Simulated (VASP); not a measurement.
# AlCu2 (Fm-3m) in VASP: a series of runs

The runs below take AlCu2 through single point, relaxation of cell and atoms, with r2SCAN.

All numbers are computed with VASP 6.6.1; they aren't measurements. Logs are shortened: lines on timing, memory, paths and dates and some standing lists are left out, and cuts for length are marked.

**1. The cell of the first run**

It takes space group Fm-3m (No. 225, cubic). The conventional cell has a = 5.629 Å, b = 5.629 Å, c = 5.629 Å, α = 90.00°, β = 90.00°, γ = 90.00°. Al (site symmetry m-3m) has 8 Cu at 2.44 Å within 3.2 Å. Within 3.2 Å of Cu (site symmetry -43m) lie 4 Al at 2.44 Å and 6 Cu at 2.81 Å.

**2. Single point, r2SCAN**

The input, POSCAR:

```
AlCu2
1.0
    0.0000000000      2.8144000958      2.8144000958
    2.8144000958      0.0000000000      2.8144000958
    2.8144000958      2.8144000958      0.0000000000
Al Cu
1 2
Direct
    0.0000000000      0.0000000000      0.0000000000
    0.2500000000      0.2500000000      0.2500000000
    0.7500000000      0.7500000000      0.7500000000
```

The input, INCAR.step1:

```
PREC = Accurate
ENCUT = 520
ISMEAR = 0
SIGMA = 0.1
LREAL = F
LASPH = T
NELM = 100
NBANDS = 20
GGA = PE
ALGO = Normal
EDIFF = 1E-4
LWAVE = T
LCHARG = F
```

The input, INCAR.step2:

```
PREC = Accurate
ENCUT = 520
EDIFF = 1E-6
ISMEAR = 0
SIGMA = 0.1
LREAL = F
LASPH = T
NELM = 100
ALGO = Normal
ISIF = 2
LWAVE = F
LCHARG = T
METAGGA = R2SCAN
LMIXTAU = T
LELF = T
LVHAR = T
NBANDS = 20
ISTART = 1
```

The input, KPOINTS:

```
regular mesh
0
Gamma
  6 6 6
```

Potentials or basis: VASP PAW PBE potentials, release 64 (Al, Cu).

The run is started by

```console
$ cat potpaw_PBE.64/Al/POTCAR potpaw_PBE.64/Cu/POTCAR > POTCAR
$ cp INCAR.step1 INCAR
$ mpirun -np 1 vasp_std > vasp.out
$ cp INCAR.step2 INCAR
$ mpirun -np 1 vasp_std > vasp.out
```

OUTCAR:

```text
PREC = Accurate
   ENCUT = 520
   EDIFF = 1E-6
   ISMEAR = 0
   LREAL = F
   LASPH = T
   NELM = 100
   ISIF = 2
   METAGGA = R2SCAN
   ISTART = 1

 ion  position               nearest neighbor table
   1  0.000  0.000  0.000-   3 2.44   3 2.44   3 2.44   2 2.44   3 2.44   2 2.44   2 2.44   2 2.44

   2  0.250  0.250  0.250-   1 2.44   1 2.44   1 2.44   1 2.44
   3  0.750  0.750  0.750-   1 2.44   1 2.44   1 2.44   1 2.44

  LATTYP: Found a face centered cubic cell.
 ALAT       =     5.6288001916

  Lattice vectors:

 A1 = (   0.0000000000,   2.8144000958,   2.8144000958)
 A2 = (   2.8144000958,   0.0000000000,   2.8144000958)
 A3 = (   2.8144000958,   2.8144000958,   0.0000000000)

Analysis of symmetry for initial positions (statically):
=====================================================================
 Subroutine PRICEL returns:
 Original cell was already a primitive cell.

 Routine SETGRP: Setting up the symmetry group for a
 face centered cubic supercell.

 Subroutine GETGRP returns: Found 48 space group operations
 (whereof 48 operations were pure point group operations)
 out of a pool of 48 trial point group operations.

The static configuration has the point symmetry O_h .

Analysis of symmetry for dynamics (positions and initial velocities):
=====================================================================
 Subroutine PRICEL returns:
 Original cell was already a primitive cell.

 Routine SETGRP: Setting up the symmetry group for a
 face centered cubic supercell.

 Subroutine GETGRP returns: Found 48 space group operations
 (whereof 48 operations were pure point group operations)
 out of a pool of 48 trial point group operations.

The dynamic configuration has the point symmetry O_h .

 Subroutine INISYM returns: Found 48 space group operations
 (whereof 48 operations are pure point group operations),
 and found     1 'primitive' translations

----------------------------------------------------------------------------------------

                                     Primitive cell

  volume of cell :      44.5849

  direct lattice vectors                    reciprocal lattice vectors
     0.000000000  2.814400096  2.814400096    -0.177657754  0.177657754  0.177657754
     2.814400096  0.000000000  2.814400096     0.177657754 -0.177657754  0.177657754
[... 74 lines left out ...]
   LSORBIT =      F    spin-orbit coupling
   LASPH  =      T    aspherical Exc in radial PAW
   ENCUT  =  520.0 eV  38.22 Ry    6.18 a.u.   7.40  7.40  7.40*2*pi/ulx,y,z
   NELM   =    100;   NELMIN=  2; NELMDL=  0     # of ELM steps
   EDIFF  = 0.1E-05   stopping-criterion for ELM
   LREAL  =      F    real-space projection
   EDIFFG = 0.1E-04   stopping-criterion for IOM
   NSW    =      0    number of steps for IOM
   IBRION =     -1    ionic relax: 0-MD 1-quasi-New 2-CG
   NFREE  =      0    steps in history (QN), initial steepest desc. (CG)
   ISIF   =      2    stress and relaxation
   ISYM   =      2    0-nonsym 1-usesym 2-fastsym
   POTIM  = 0.5000    time-step for ionic-motion
   TEBEG  =    0.0;   TEEND  =   0.0 temperature during run
   PSTRESS=    0.0 pullay stress
   NELECT =      25.0000    total number of electrons
   NUPDOWN=      -1.0000    fix difference up-down
   EMIN   =  10.00;   EMAX   =-10.00  energy-range for DOS
   EFERMI =   0.00;   METHOD = LEGACY
   ISMEAR =     0;   SIGMA  =   0.10  broadening in eV -4-tet -1-fermi 0-gaus
   EFERMI_NEDOS =   21; number of points for ismear=-14 and -15
   IALGO  =     38    algorithm
   IMIX   =      4    mixing-type and parameters
     AMIX     =   0.40;   BMIX     =  1.00
     AMIX_MAG =   1.60;   BMIX_MAG =  1.00
  volume/ion in A,a.u.               =      14.86       100.29
  Fermi-wavevector in a.u.,A,eV,Ry     =   1.349975  2.551082 24.795693  1.822432
  Thomas-Fermi vector in A             =   2.477517
   LORBIT       =      0    0 simple, 1 ext, 2 COOP (PROOUT), +10 PAW based schemes
   METAGGA = R2SCAN    functional components
   LHFCALC =     F    Hartree Fock is set to
   AEXX    =    0.0000 exact exchange contribution
   IVDW    =     0    specifies the selected vdW correction
   LEPSILON=     F    determine dielectric tensor
   LRPA    =     F    only Hartree local field effects (RPA)
 non-spin polarized calculation
 Gauss-broadening in eV      SIGMA  =   0.10
  energy-cutoff  :      520.00
  volume of cell :       44.58
 maximum number of plane-waves:      1243
 NGX is ok and might be reduce to    30
   NGX = 15   NGY = 15   NGZ = 15

 number of electron      25.0000026 magnetization

 Free energy of the ion-electron system (eV)
  ---------------------------------------------------
  ext. energy  EPLUGINS =         0.00000000
  ---------------------------------------------------
  free energy    TOTEN  =       -27.84580805 eV

  energy without entropy =      -27.84193333  energy(sigma->0) =      -27.84387069

 E-fermi :   6.2846     XC(G=0): -11.8209

 val. band max:        6.1007478225   @ k =  -0.3333   0.3333   0.1667
 cond. band min:       6.3716663534   @ k =   0.5000   0.3333   0.0000
 fundamental gap:      0.2709185309
 Fermi energy:         6.2846044918

 k-point     1 :       0.0000    0.0000    0.0000
  band No.  band energies     occupation
      1      -3.6182      2.00000
      2       1.8284      2.00000
      3       1.8285      2.00000
      4       1.8285      2.00000
      5       2.0434      2.00000
      6       2.0434      2.00000
[... 357 lines left out ...]
     19      19.1866      0.00000
     20      22.0708      0.00000

------------------------ aborting loop because EDIFF is reached ----------------------------------------

  FORCE on cell =-STRESS in cart. coord.  units (eV):
  Direction    XX          YY          ZZ          XY          YZ          ZX
  --------------------------------------------------------------------------------------
  -------------------------------------------------------------------------------------
  Total        0.0737202      0.0737202      0.0737202     -0.0000000     -0.0000000      0.0000000
  in kB        2.6491683      2.6491683      2.6491683     -0.0000000     -0.0000000      0.0000000
  external PRESSURE =       2.6491683 kB  Pullay stress =       0.0000000 kB

 VOLUME and BASIS-vectors are now :
 -----------------------------------------------------------------------------
  energy-cutoff  :      520.00
  volume of cell :       44.58
      direct lattice vectors                 reciprocal lattice vectors
     0.000000000  2.814400096  2.814400096    -0.177657754  0.177657754  0.177657754
     2.814400096  0.000000000  2.814400096     0.177657754 -0.177657754  0.177657754
     2.814400096  2.814400096  0.000000000     0.177657754  0.177657754 -0.177657754

 POSITION                                       TOTAL-FORCE (eV/Angst)
 -----------------------------------------------------------------------------------
      0.00000      0.00000      0.00000         0.000000     -0.000000     -0.000000
      1.40720      1.40720      1.40720         0.000000     -0.000000      0.000000
      4.22160      4.22160      4.22160        -0.000000      0.000000     -0.000000
 -----------------------------------------------------------------------------------
    total drift:                               -0.000000      0.000000      0.000000

  FREE ENERGIE OF THE ION-ELECTRON SYSTEM (eV)
  ---------------------------------------------------
  free  energy   TOTEN  =       -27.8458080463 eV

  energy  without entropy=      -27.8419333325  energy(sigma->0) =      -27.84387069
```

OSZICAR.step1:

```text
N       E                     dE             d eps       ncg     rms          rms(c)
DAV:   1     0.145403472204E+03    0.14540E+03   -0.10536E+04   656   0.165E+03
DAV:   2    -0.506578361328E+01   -0.15047E+03   -0.14408E+03   648   0.281E+02
DAV:   3    -0.135693979179E+02   -0.85036E+01   -0.81907E+01   736   0.881E+01
DAV:   4    -0.137789496796E+02   -0.20955E+00   -0.20929E+00   904   0.128E+01
DAV:   5    -0.137847198239E+02   -0.57701E-02   -0.57698E-02   876   0.191E+00    0.155E+01
DAV:   6    -0.145225583161E+02   -0.73784E+00   -0.40259E+01   728   0.173E+02    0.122E+01
DAV:   7    -0.108048633531E+02    0.37177E+01   -0.11007E+01   712   0.811E+01    0.157E+00
DAV:   8    -0.107549805079E+02    0.49883E-01   -0.54420E-01   996   0.146E+01    0.881E-01
DAV:   9    -0.107443752061E+02    0.10605E-01   -0.24820E-02   992   0.297E+00    0.132E-01
DAV:  10    -0.107443630836E+02    0.12122E-04   -0.45089E-04   856   0.188E-01
   1 F= -.10744363E+02 E0= -.10742404E+02  d E =-.391796E-02
```

Wall time 48 s (1 thread of Intel Xeon 6975P-C, shared host); peak memory 0.17 GiB.

What came out:

```yaml
Free_energy: -27.8458 eV
Pressure: 0.3 GPa
```

Caveat: the PAW data sets were made with another functional, which shifts forces and pressure a little.

**3. Relaxation of cell and atoms, r2SCAN**

This run uses another cell than the first one, of 13.25 Å³/atom, 0.891 times its volume.

The input, POSCAR:

```
AlCu2
1.0
    0.0000000000      2.7084562704      2.7084562704
    2.7084562704      0.0000000000      2.7084562704
    2.7084562704      2.7084562704      0.0000000000
Al Cu
1 2
Direct
    0.0000000000      0.0000000000      0.0000000000
    0.2500000000      0.2500000000      0.2500000000
    0.7500000000      0.7500000000      0.7500000000
```

The input, INCAR.step1:

```
SYSTEM = AlCu2
PREC = Accurate
ENCUT = 600
ISMEAR = 0
SIGMA = 0.1
LREAL = .FALSE.
LASPH = .TRUE.
NELM = 100
GGA = PE
ALGO = Normal
EDIFF = 1E-4
LWAVE = .TRUE.
LCHARG = .FALSE.
```

The input, INCAR.step2:

```
SYSTEM = AlCu2
PREC = Accurate
ENCUT = 600
EDIFF = 1E-6
ISMEAR = 0
SIGMA = 0.1
LREAL = .FALSE.
LASPH = .TRUE.
NELM = 100
ALGO = Normal
ISIF = 3
LWAVE = .FALSE.
LCHARG = .FALSE.
METAGGA = R2SCAN
LMIXTAU = .TRUE.
IBRION = 2
NSW = 90
EDIFFG = -0.04
ISTART = 1
```

The input, KPOINTS:

```
regular mesh
0
G
  6 6 6
  0 0 0
```

Potentials or basis: VASP PAW PBE potentials, release 64 (Al, Cu).

The run is started by

```console
$ cat potpaw_PBE.64/Al/POTCAR potpaw_PBE.64/Cu/POTCAR > POTCAR
$ cp INCAR.step1 INCAR
$ mpirun -np 1 vasp_std > vasp.out
$ cp INCAR.step2 INCAR
$ mpirun -np 1 vasp_std > vasp.out
```

OUTCAR:

```text
SYSTEM = AlCu2
   PREC = Accurate
   ENCUT = 600
   EDIFF = 1E-6
   ISMEAR = 0
   LREAL = .FALSE.
   LASPH = .TRUE.
   NELM = 100
   ISIF = 3
   METAGGA = R2SCAN
   IBRION = 2
   NSW = 90
   EDIFFG = -0.04
   ISTART = 1

 ion  position               nearest neighbor table
   1  0.000  0.000  0.000-   3 2.35   3 2.35   3 2.35   2 2.35   3 2.35   2 2.35   2 2.35   2 2.35

   2  0.250  0.250  0.250-   1 2.35   1 2.35   1 2.35   1 2.35   3 2.71   3 2.71   3 2.71   3 2.71
                             3 2.71   3 2.71
   3  0.750  0.750  0.750-   1 2.35   1 2.35   1 2.35   1 2.35   2 2.71   2 2.71   2 2.71   2 2.71
                             2 2.71   2 2.71

  LATTYP: Found a face centered cubic cell.
 ALAT       =     5.4169125408

  Lattice vectors:

 A1 = (   0.0000000000,   2.7084562704,   2.7084562704)
 A2 = (   2.7084562704,   0.0000000000,   2.7084562704)
[... 178 lines left out ...]
  -------------------------------------------------------------------------------------
  Total        3.7894437      3.7894437      3.7894437     -0.0000000      0.0000000      0.0000000
  in kB      152.7884620    152.7884620    152.7884620     -0.0000000      0.0000000      0.0000000
  external PRESSURE =     152.7884620 kB  Pullay stress =       0.0000000 kB
[... 61 lines left out ...]
--------------------------------------- Ionic step        3  -------------------------------------------

 number of electron      25.0000000 magnetization

 Free energy of the ion-electron system (eV)
  ---------------------------------------------------
  ext. energy  EPLUGINS =         0.00000000
  ---------------------------------------------------
  free energy    TOTEN  =       -27.84587500 eV

  energy without entropy =      -27.84199297  energy(sigma->0) =      -27.84393399

 E-fermi :   6.2505     XC(G=0): -11.8023

 val. band max:        6.0664601839   @ k =  -0.3333   0.3333   0.1667
 cond. band min:       6.3380262644   @ k =   0.5000   0.3333   0.0000
 fundamental gap:      0.2715660805
 Fermi energy:         6.2505035136

 k-point     1 :       0.0000    0.0000    0.0000
  band No.  band energies     occupation
      1      -3.6309      2.00000
      2       1.8080      2.00000
      3       1.8081      2.00000
      4       1.8081      2.00000
      5       2.0228      2.00000
      6       2.0228      2.00000
[... 323 lines left out ...]
  FREE ENERGIE OF THE ION-ELECTRON SYSTEM (eV)
  ---------------------------------------------------
  free  energy   TOTEN  =       -27.8458750018 eV

  energy  without entropy=      -27.8419929737  energy(sigma->0) =      -27.84393399

 reached required accuracy - stopping structural energy minimisation
```

OUTCAR.step1:

```text
SYSTEM = AlCu2
   PREC = Accurate
   ENCUT = 600
   ISMEAR = 0
   LREAL = .FALSE.
   LASPH = .TRUE.
[... 521 lines left out ...]
      0.00000      0.00000      0.00000         0.000000      0.000000      0.000000
      1.35423      1.35423      1.35423         0.000000      0.000000      0.000000
      4.06268      4.06268      4.06268        -0.000000     -0.000000     -0.000000
 -----------------------------------------------------------------------------------
    total drift:                               -0.000000     -0.000000      0.000000

  FREE ENERGIE OF THE ION-ELECTRON SYSTEM (eV)
  ---------------------------------------------------
  free  energy   TOTEN  =       -10.4149067453 eV

  energy  without entropy=      -10.4111627230  energy(sigma->0) =      -10.41303473
```

OSZICAR.step1:

```text
N       E                     dE             d eps       ncg     rms          rms(c)
DAV:   1     0.149786282855E+03    0.14979E+03   -0.12322E+04   512   0.244E+03
DAV:   2    -0.789157235445E+01   -0.15768E+03   -0.15431E+03   512   0.345E+02
DAV:   3    -0.136810601900E+02   -0.57895E+01   -0.57014E+01   688   0.993E+01
DAV:   4    -0.137822870763E+02   -0.10123E+00   -0.10116E+00   696   0.101E+01
DAV:   5    -0.137843952209E+02   -0.21081E-02   -0.21081E-02   712   0.145E+00    0.161E+01
DAV:   6    -0.139059106333E+02   -0.12152E+00   -0.59735E+01   568   0.224E+02    0.116E+01
DAV:   7    -0.104493608542E+02    0.34565E+01   -0.13568E+01   528   0.102E+02    0.125E+00
DAV:   8    -0.104330370544E+02    0.16324E-01   -0.78593E-01   784   0.173E+01    0.111E+00
DAV:   9    -0.104159448559E+02    0.17092E-01   -0.24566E-02   824   0.370E+00    0.294E-01
DAV:  10    -0.104149483639E+02    0.99649E-03   -0.50708E-03   808   0.181E+00    0.634E-02
DAV:  11    -0.104149067453E+02    0.41619E-04   -0.19328E-04   416   0.213E-01
   1 F= -.10414907E+02 E0= -.10413035E+02  d E =-.374402E-02
```

It took 2.5 min on 1 thread of Intel Xeon 6975P-C, shared host; peak memory 0.2 GiB.

Results:

```
Free energy                            : -27.8459 eV
Relaxed volume                         : 14.91 Å³/atom
Relaxed cell                           : a = 3.985 Å, b = 3.985 Å, c = 3.985 Å, α = 60.00°, β = 60.00°, γ = 60.00°
Space group after relaxing (to 0.05 Å) : Fm-3m (No. 225)
Energy gained by relaxing              : 71.8 meV/atom
Ionic steps                            : 3
Pressure after relaxing                : 0.0 GPa
```

Step by step:
```tsv
step	energy change (eV)	largest force (eV/Å)	pressure (GPa)	volume (Å³)
1	0.0000	0.0000	15.28	39.74
2	-0.1697	0.0000	-5.15	47.45
3	-0.2154	0.0000	0.02	44.74
```

Final structure:
```
CELL_PARAMETERS angstrom
0.00000 2.81764 2.81764
2.81764 0.00000 2.81764
2.81764 2.81764 0.00000
ATOMIC_POSITIONS crystal
Al 0.00000 0.00000 0.00000
Cu 0.25000 0.25000 0.25000
Cu 0.75000 0.75000 0.75000
```

Levels at points of the mesh, in eV from the Fermi level:
```csv
k point,band 9,band 10,band 11,band 12,band 13,band 14,band 15,band 16
"(0.00, 0.00, 0.00)",-2.94,-2.51,-2.51,3.88,3.88,3.88,5.55,5.55
"(0.50, 0.00, 0.00)",-3.31,-3.31,-3.25,-3.05,3.19,3.19,5.06,5.06
"(0.50, 0.50, 0.00)",-3.30,-2.87,-2.53,-1.68,-0.63,-0.63,2.06,4.65
```

Caveat: the PAW data sets were made with another functional, which shifts forces and pressure a little.
